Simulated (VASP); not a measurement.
# Hf7S (P-6m2) in VASP: further runs

Runs on Hf7S. Level: PBE. Tasks: single point, relaxation of cell and atoms.

All numbers are computed with VASP 6.6.1; they aren't measurements. Logs are shortened: lines on timing, memory, paths and dates and some standing lists are left out, and cuts for length are marked.

## Step 1: The cell of the first run

The structure is hexagonal, space group P-6m2 (No. 187). Conventional cell: a = 3.263 Å, b = 3.263 Å, c = 18.671 Å, α = 90.00°, β = 90.00°, γ = 120.00°. Within 3.4 Å of Hf (site symmetry 3m) lie 3 S at 2.61 Å and 9 Hf at 3.11 to 3.26 Å. Within 4.1 Å of Hf (site symmetry 3m) lie 12 Hf at 3.11 to 3.26 Å. Within 4.1 Å of Hf (site symmetry 3m) lie 12 Hf at 3.14 to 3.26 Å. Within 4.1 Å of Hf (site symmetry -6m2) lie 12 Hf at 3.14 to 3.26 Å. Within 3.4 Å of S (site symmetry -6m2) lie 6 Hf at 2.61 Å and 6 S at 3.26 Å.

## Step 2: Single point, PBE

INCAR reads:

```
  ALGO = Normal
  EDIFF = 1E-6
  ENCUT = 520
  GGA = PE
  ISIF = 2
  ISMEAR = 0
  LASPH = T
  LCHARG = T
  LELF = T
  LREAL = F
  LVHAR = T
  LWAVE = F
  NBANDS = 48
  NELM = 80
  PREC = Accurate
  SIGMA = 0.2
```

KPOINTS reads:

```
k-points
0
Gamma
  6 6 1
```

POSCAR reads:

```
Hf7S
1.0
    3.2630402259      0.0000000000      0.0000000000
   -1.6315201130      2.8258757292      0.0000000000
    0.0000000000      0.0000000000     18.6708477442
Hf S
7 1
Direct
    0.3333333333      0.6666666667      0.0969560471
    0.3333333333      0.6666666667      0.9030439529
    0.6666666667      0.3333333333      0.7704337485
    0.3333333333      0.6666666667      0.3655519582
    0.6666666667      0.3333333333      0.5000000000
    0.6666666667      0.3333333333      0.2295662515
    0.3333333333      0.6666666667      0.6344480418
    0.0000000000      0.0000000000      0.0000000000
```

Potentials or basis: VASP PAW PBE potentials, release 64 (Hf_pv, S).

On the command line:

```bash
$ cat potpaw_PBE.64/Hf_pv/POTCAR potpaw_PBE.64/S/POTCAR > POTCAR
$ mpirun -np 1 vasp_std > vasp.out
```

OUTCAR:

```text
EDIFF = 1E-6
   ENCUT = 520
   GGA = PE
   ISIF = 2
   ISMEAR = 0
   LASPH = T
   LREAL = F
   NELM = 80
   PREC = Accurate

 ion  position               nearest neighbor table
   1  0.333  0.667  0.097-   8 2.61   8 2.61   8 2.61   6 3.11   6 3.11   6 3.11   2 3.62
   2  0.333  0.667  0.903-   8 2.61   8 2.61   8 2.61   3 3.11   3 3.11   3 3.11   1 3.62
   3  0.667  0.333  0.770-   2 3.11   2 3.11   2 3.11   7 3.16   7 3.16   7 3.16
   4  0.333  0.667  0.366-   5 3.14   5 3.14   5 3.14   6 3.16   6 3.16   6 3.16
   5  0.667  0.333  0.500-   4 3.14   7 3.14   4 3.14   7 3.14   4 3.14   7 3.14
   6  0.667  0.333  0.230-   1 3.11   1 3.11   1 3.11   4 3.16   4 3.16   4 3.16
   7  0.333  0.667  0.634-   5 3.14   5 3.14   5 3.14   3 3.16   3 3.16   3 3.16
   8  0.000  0.000  0.000-   1 2.61   2 2.61   1 2.61   2 2.61   1 2.61   2 2.61

  LATTYP: Found a hexagonal cell.
 ALAT       =     3.2630402259
 C/A-ratio  =     5.7219177367

  Lattice vectors:

 A1 = (   3.2630402259,   0.0000000000,   0.0000000000)
 A2 = (  -1.6315201130,   2.8258757292,   0.0000000000)
 A3 = (   0.0000000000,   0.0000000000,  18.6708477442)

Analysis of symmetry for initial positions (statically):
=====================================================================
 Subroutine PRICEL returns:
 Original cell was already a primitive cell.

 Routine SETGRP: Setting up the symmetry group for a
 hexagonal supercell.

 Subroutine GETGRP returns: Found 12 space group operations
 (whereof 12 operations were pure point group operations)
 out of a pool of 24 trial point group operations.

The static configuration has the point symmetry D_3h.

Analysis of symmetry for dynamics (positions and initial velocities):
=====================================================================
 Subroutine PRICEL returns:
 Original cell was already a primitive cell.

 Routine SETGRP: Setting up the symmetry group for a
 hexagonal supercell.

 Subroutine GETGRP returns: Found 12 space group operations
 (whereof 12 operations were pure point group operations)
 out of a pool of 24 trial point group operations.

The dynamic configuration has the point symmetry D_3h.

 Subroutine INISYM returns: Found 12 space group operations
 (whereof 12 operations are pure point group operations),
 and found     1 'primitive' translations

----------------------------------------------------------------------------------------

                                     Primitive cell

  volume of cell :     172.1629

  direct lattice vectors                    reciprocal lattice vectors
     3.263040226  0.000000000  0.000000000     0.306462664  0.176936301  0.000000000
    -1.631520113  2.825875729  0.000000000     0.000000000  0.353872603  0.000000000
     0.000000000  0.000000000 18.670847744     0.000000000  0.000000000  0.053559432

  length of vectors
     3.263040226  3.263040226 18.670847744     0.353872603  0.353872603  0.053559432

  position of ions in fractional coordinates (direct lattice)
     0.333333333  0.666666667  0.096956047
     0.333333333  0.666666667  0.903043953
     0.666666667  0.333333333  0.770433748
     0.333333333  0.666666667  0.365551958
     0.666666667  0.333333333  0.500000000
     0.666666667  0.333333333  0.229566252
     0.333333333  0.666666667  0.634448042
     0.000000000  0.000000000  0.000000000

  ion indices of the primitive-cell ions
   primitive index   ion index
                 1           1
                 2           2
                 3           3
                 4           4
                 5           5
                 6           6
                 7           7
                 8           8

----------------------------------------------------------------------------------------

 KPOINTS: k-points

Automatic generation of k-mesh.
 Grid dimensions read from file:
 generate k-points for:    6    6    1

 Generating k-lattice:

  Cartesian coordinates                     Fractional coordinates (reciprocal lattice)
     0.051077111  0.029489384  0.000000000     0.166666667  0.000000000  0.000000000
     0.000000000  0.058978767  0.000000000     0.000000000  0.166666667  0.000000000
     0.000000000  0.000000000  0.053559432     0.000000000  0.000000000  1.000000000

  Length of vectors
     0.058978767  0.058978767  0.053559432

  Shift w.r.t. Gamma in fractional coordinates (k-lattice)
     0.000000000  0.000000000  0.000000000

 Subroutine IBZKPT returns following result:
 ===========================================

 Found      7 irreducible k-points:

 Following reciprocal coordinates:
            Coordinates               Weight
  0.000000  0.000000  0.000000      1.000000
  0.166667 -0.000000  0.000000      6.000000
  0.333333 -0.000000  0.000000      6.000000
  0.500000 -0.000000  0.000000      3.000000
  0.166667  0.166667  0.000000      6.000000
  0.333333  0.166667  0.000000     12.000000
  0.333333  0.333333  0.000000      2.000000
   k-points           NKPTS =      7   k-points in BZ     NKDIM =      7   number of bands    NBANDS=     48
   number of dos      NEDOS =    301   number of ions     NIONS =      8
   total plane-waves  NPLWV =  80640
   dimension x,y,z NGX =    24 NGY =   24 NGZ =  140
   dimension x,y,z NGXF=    48 NGYF=   48 NGZF=  280
   ions per type =               7   1
   NGX,Y,Z   is equivalent  to a cutoff of  12.23, 12.23, 12.47 a.u.
   NGXF,Y,Z  is equivalent  to a cutoff of  24.46, 24.46, 24.93 a.u.
 SYSTEM =  unknown system
   PREC   = accura    normal or accurate (medium, high low for compatibility)
   ISTART =      0    job   : 0-new  1-cont  2-samecut
   ICHARG =      2    charge: 1-file 2-atom 10-const
   ISPIN  =      1    spin polarized calculation?
   LNONCOLLINEAR =      F non collinear calculations
   LSORBIT =      F    spin-orbit coupling
   LASPH  =      T    aspherical Exc in radial PAW
   ENCUT  =  520.0 eV  38.22 Ry    6.18 a.u.   6.07  6.07 34.72*2*pi/ulx,y,z
   NELM   =     80;   NELMIN=  2; NELMDL= -5     # of ELM steps
   EDIFF  = 0.1E-05   stopping-criterion for ELM
   LREAL  =      F    real-space projection
   EDIFFG = 0.1E-04   stopping-criterion for IOM
   NSW    =      0    number of steps for IOM
   IBRION =     -1    ionic relax: 0-MD 1-quasi-New 2-CG
   NFREE  =      0    steps in history (QN), initial steepest desc. (CG)
   ISIF   =      2    stress and relaxation
   ISYM   =      2    0-nonsym 1-usesym 2-fastsym
   POTIM  = 0.5000    time-step for ionic-motion
   TEBEG  =    0.0;   TEEND  =   0.0 temperature during run
   PSTRESS=    0.0 pullay stress
   NELECT =      76.0000    total number of electrons
   NUPDOWN=      -1.0000    fix difference up-down
   EMIN   =  10.00;   EMAX   =-10.00  energy-range for DOS
   EFERMI =   0.00;   METHOD = LEGACY
   ISMEAR =     0;   SIGMA  =   0.20  broadening in eV -4-tet -1-fermi 0-gaus
   EFERMI_NEDOS =   21; number of points for ismear=-14 and -15
   IALGO  =     38    algorithm
   IMIX   =      4    mixing-type and parameters
     AMIX     =   0.40;   BMIX     =  1.00
     AMIX_MAG =   1.60;   BMIX_MAG =  1.00
  volume/ion in A,a.u.               =      21.52       145.23
  Fermi-wavevector in a.u.,A,eV,Ry     =   1.246521  2.355583 21.140923  1.553814
  Thomas-Fermi vector in A             =   2.380694
   LORBIT       =      0    0 simple, 1 ext, 2 COOP (PROOUT), +10 PAW based schemes
   GGA     = PE    functional components
   LHFCALC =     F    Hartree Fock is set to
   AEXX    =    0.0000 exact exchange contribution
   IVDW    =     0    specifies the selected vdW correction
   LEPSILON=     F    determine dielectric tensor
   LRPA    =     F    only Hartree local field effects (RPA)
 non-spin polarized calculation
 Gauss-broadening in eV      SIGMA  =   0.20
  energy-cutoff  :      520.00
  volume of cell :      172.16
 maximum number of plane-waves:      4692
   NGX = 13   NGY = 13   NGZ = 69

 number of electron      75.9999990 magnetization

 Free energy of the ion-electron system (eV)
  ---------------------------------------------------
  ext. energy  EPLUGINS =         0.00000000
  ---------------------------------------------------
  free energy    TOTEN  =       -76.42111358 eV

  energy without entropy =      -76.26012403  energy(sigma->0) =      -76.34061880

 E-fermi :   5.3129     XC(G=0): -11.2530

 val. band max:        5.2861690193   @ k =   0.1667  -0.0000   0.0000
 cond. band min:       5.3333789127   @ k =   0.3333   0.1667   0.0000
 fundamental gap:      0.0472098934
 Fermi energy:         5.3128609702

 k-point     1 :       0.0000    0.0000    0.0000
  band No.  band energies     occupation
      1     -25.8478      2.00000
      2     -25.8210      2.00000
      3     -25.6959      2.00000
      4     -25.5299      2.00000
      5     -25.3146      2.00000
      6     -25.2707      2.00000
[... 40 lines left out ...]
     47       6.7619      0.00000
     48       6.8649      0.00000

 k-point     2 :       0.1667   -0.0000    0.0000
  band No.  band energies     occupation
      1     -25.8075      2.00000
      2     -25.7675      2.00000
      3     -25.6771      2.00000
      4     -25.5492      2.00000
      5     -25.4248      2.00000
      6     -25.4011      2.00000
[... 40 lines left out ...]
     47       6.8510      0.00000
     48       6.8824      0.00000

 k-point     3 :       0.3333   -0.0000    0.0000
  band No.  band energies     occupation
      1     -25.7414      2.00000
      2     -25.6962      2.00000
      3     -25.6876      2.00000
      4     -25.6680      2.00000
      5     -25.6222      2.00000
      6     -25.6077      2.00000
[... 40 lines left out ...]
     47       6.9175      0.00000
     48       7.8833      0.00000

 k-point     4 :       0.5000   -0.0000    0.0000
  band No.  band energies     occupation
      1     -25.7977      2.00000
      2     -25.7790      2.00000
      3     -25.7416      2.00000
      4     -25.7234      2.00000
      5     -25.6955      2.00000
      6     -25.6469      2.00000
[... 40 lines left out ...]
     47       6.8361      0.00000
     48       8.4075      0.00000

 k-point     5 :       0.1667    0.1667    0.0000
  band No.  band energies     occupation
      1     -25.7506      2.00000
      2     -25.6920      2.00000
      3     -25.6529      2.00000
      4     -25.6187      2.00000
      5     -25.5699      2.00000
      6     -25.5467      2.00000
[... 40 lines left out ...]
     47       6.8188      0.00000
     48       7.0941      0.00000

 k-point     6 :       0.3333    0.1667    0.0000
  band No.  band energies     occupation
      1     -25.7354      2.00000
      2     -25.7205      2.00000
      3     -25.7166      2.00000
      4     -25.6784      2.00000
      5     -25.6438      2.00000
      6     -25.6186      2.00000
[... 40 lines left out ...]
     47       7.0252      0.00000
     48       7.8281      0.00000

 k-point     7 :       0.3333    0.3333    0.0000
  band No.  band energies     occupation
      1     -25.6949      2.00000
      2     -25.6555      2.00000
      3     -25.6534      2.00000
      4     -25.6407      2.00000
      5     -25.6390      2.00000
      6     -25.6238      2.00000
[... 40 lines left out ...]
     47       7.4330      0.00000
     48       8.1245      0.00000

------------------------ aborting loop because EDIFF is reached ----------------------------------------

  FORCE on cell =-STRESS in cart. coord.  units (eV):
  Direction    XX          YY          ZZ          XY          YZ          ZX
  --------------------------------------------------------------------------------------
  -------------------------------------------------------------------------------------
  Total       -0.4702027     -0.4702027     -0.5544955      0.0000000      0.0000000      0.0000000
  in kB       -4.3757872     -4.3757872     -5.1602302      0.0000000      0.0000000      0.0000000
  external PRESSURE =      -4.6372682 kB  Pullay stress =       0.0000000 kB

 VOLUME and BASIS-vectors are now :
 -----------------------------------------------------------------------------
  energy-cutoff  :      520.00
  volume of cell :      172.16
      direct lattice vectors                 reciprocal lattice vectors
     3.263040226  0.000000000  0.000000000     0.306462664  0.176936301  0.000000000
    -1.631520113  2.825875729  0.000000000     0.000000000  0.353872603  0.000000000
     0.000000000  0.000000000 18.670847744     0.000000000  0.000000000  0.053559432

 POSITION                                       TOTAL-FORCE (eV/Angst)
 -----------------------------------------------------------------------------------
     -0.00000      1.88392      1.81025        -0.000000      0.000000      0.009165
     -0.00000      1.88392     16.86060        -0.000000      0.000000     -0.009165
      1.63152      0.94196     14.38465         0.000000      0.000000     -0.000311
     -0.00000      1.88392      6.82516         0.000000      0.000000      0.005359
      1.63152      0.94196      9.33542         0.000000     -0.000000      0.000000
      1.63152      0.94196      4.28620         0.000000     -0.000000      0.000311
     -0.00000      1.88392     11.84568         0.000000      0.000000     -0.005359
      0.00000      0.00000      0.00000         0.000000      0.000000      0.000000
 -----------------------------------------------------------------------------------
    total drift:                                0.000000     -0.000000      0.000000

  FREE ENERGIE OF THE ION-ELECTRON SYSTEM (eV)
  ---------------------------------------------------
  free  energy   TOTEN  =       -76.4211135792 eV

  energy  without entropy=      -76.2601240263  energy(sigma->0) =      -76.34061880
```

Wall time 2.5 min (1 thread of Intel Xeon Platinum 8488C (Sapphire Rapids), shared host); peak memory 0.28 GiB.

What came out:

```yaml
Free_energy: -76.4211 eV
Pressure: -0.5 GPa
Largest_force: 0.009 eV/Å
Band_gap_on_the_k_mesh: zero (bands 38 and 39 overlap by 0.93 eV)
```

Forces on the atoms (eV/Å):
```
Hf   0.000  0.000  0.009
Hf   0.000  0.000 -0.009
Hf   0.000  0.000  0.000
Hf   0.000  0.000  0.005
Hf   0.000  0.000  0.000
Hf   0.000  0.000  0.000
Hf   0.000  0.000 -0.005
S    0.000  0.000  0.000
```

Stress tensor (GPa, compression positive):
```
-0.44  0.00  0.00
 0.00 -0.44  0.00
 0.00  0.00 -0.52
```

Caveat: the k points lie up to 0.37 Å⁻¹ apart, too coarse for converged energies and pressures of a metal; spin-orbit coupling is left out, which moves the levels of the heavy elements.

[end of part 1 of 2]

The gap in the log of VASP goes by the Fermi energy; the results here count the filled bands.